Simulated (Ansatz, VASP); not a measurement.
# Two plane-wave programs on InSb

File INCAR:

```
PREC     = Accurate       # precision mode
ENCUT    = 520            # plane-wave cutoff, eV
EDIFF    = 1E-7           # SCF threshold, eV
ISMEAR   = 0              # smearing method
SIGMA    = 0.1            # smearing width, eV
LREAL    = F              # projectors in reciprocal space
LASPH    = T              # aspherical terms in the spheres
NELM     = 60             # most SCF steps
ALGO     = Normal         # electronic algorithm
ISIF     = 2              # what is computed and relaxed
LWAVE    = F              # write WAVECAR
LCHARG   = T              # write CHGCAR
GGA      = PE             # functional
LELF     = T              # ELF
LVHAR    = T            
NBANDS   = 16             # bands
```

File KPOINTS:

```
regular mesh
0
Gamma
  14 14 14
```

POSCAR

```
InSb
1.0
    0.0000000000      3.1790181045      3.1790181045
    3.1790181045      0.0000000000      3.1790181045
    3.1790181045      3.1790181045      0.0000000000
In Sb
1 1
Direct
    0.0000000000      0.0000000000      0.0000000000
    0.2500000000      0.2500000000      0.2500000000
```

Input for Ansatz:

```yaml
crystal:
  lattice:
    - [0.0, 3.1790181045, 3.1790181045]
    - [3.1790181045, 0.0, 3.1790181045]
    - [3.1790181045, 3.1790181045, 0.0]
  atoms:
    - { symbol: In, position: [0.0, 0.0, 0.0] }
    - { symbol: Sb, position: [0.25, 0.25, 0.25] }
basis:
  ecutwfc: 420
kpoints:
  mp_grid: { grid: [14, 14, 14] }
hamiltonian:
  xc: pbe
scf:
  occupations: { method: gaussian, width: 0.1 }
output:
  forces: true
  stress: true
  eigenvalues: true
```

Alike in both runs: task single point; functional PBE; k mesh 14 × 14 × 14; occupations gaussian, width 0.1 eV; no spin polarisation.

```csv
,VASP,Ansatz
version,VASP 6.6.1,Ansatz 0.2.0
potentials or method,"VASP PAW PBE potentials, release 64 (In_d, Sb), cutoff 520 eV","scalar-relativistic, plane waves, PAW"
valence electrons in the cell,18,28
```

|  | VASP | Ansatz | Ansatz less VASP |
| --- | --- | --- | --- |
| gap on the k mesh at the Fermi level (eV) | 0.14 | 0.14 | -0.005 |
| least direct gap on the mesh (eV) | 0.14 | 0.14 | -0.005 |
| pressure (GPa) | 6.4 | 6.4 | +0.02 |

VASP's potentials hold 18 valence electrons a cell and Ansatz's 28, so a difference there can come from the potentials and not from the codes.

Spin-orbit coupling is off throughout.
